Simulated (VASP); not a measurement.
Wanted: the native input for a VASP 6.6.1 run.

```
Task                   : single point
Functional             : PBE
Potentials or basis    : VASP PAW PBE potentials, release 64 (Cu, O)
Cutoff                 : 520 eV
k mesh                 : 10 × 10 × 5
Occupations            : fermi-dirac, width 0.05 eV
Spin                   : no spin polarisation
Dipole correction      : no
Further INCAR settings : ALGO = Normal; EDIFF = 1e-06; NBANDS = 25
```

The structure of CuO lies in POSCAR:

```
CuO
1.0
    2.3601779360     -1.7247473506      0.0000000000
    2.3601779360      1.7247473506      0.0000000000
   -0.8662535568      0.0000000000      5.0929435705
Cu O
2 2
Direct
    0.4968000000      0.0032000000      0.5000000000
    0.0032000000      0.4968000000      0.0000000000
    0.4056000000      0.5714000000      0.7537000000
    0.5714000000      0.4056000000      0.2537000000
```

These files were run (other wordings do the same):

INCAR

```
SYSTEM = CuO
ALGO     = Normal         ! electronic algorithm
EDIFF    = 1E-6           ! SCF threshold, eV
ENCUT    = 520            ! plane-wave cutoff, eV
GGA      = PE             ! functional
ISIF     = 2              ! what is computed and relaxed
ISMEAR   = -1             ! smearing method
LASPH    = .TRUE.         ! aspherical terms in the spheres
LCHARG   = .FALSE.        ! write CHGCAR
LREAL    = .FALSE.        ! projectors in reciprocal space
LWAVE    = .FALSE.        ! write WAVECAR
NBANDS   = 25             ! bands
NELM     = 80             ! most SCF steps
PREC     = Accurate       ! precision mode
SIGMA    = 0.05           ! smearing width, eV
```

KPOINTS

```
k-points
0
G
  10 10 5
  0 0 0
```

Potentials or basis: VASP PAW PBE potentials, release 64 (Cu, O).

The run is started by

```console
$ cat potpaw_PBE.64/Cu/POTCAR potpaw_PBE.64/O/POTCAR > POTCAR
$ mpirun -np 1 vasp_std > vasp.out
```

It gave:

The pressure is 2.8 GPa. The largest force is 0.729 eV/Å and the band gap on the k mesh is zero (bands 17 and 18 overlap by 0.60 eV).

Caveat: semilocal functionals often make such compounds metallic where correlation or magnetic order opens a gap, which also shifts bond lengths.

Wall time 110 s on 1 thread of Intel(R) Xeon(R) Platinum 8259CL CPU @ 2.50GHz (Skylake/Cascade Lake) (shared host), peak memory 0.25 GiB.
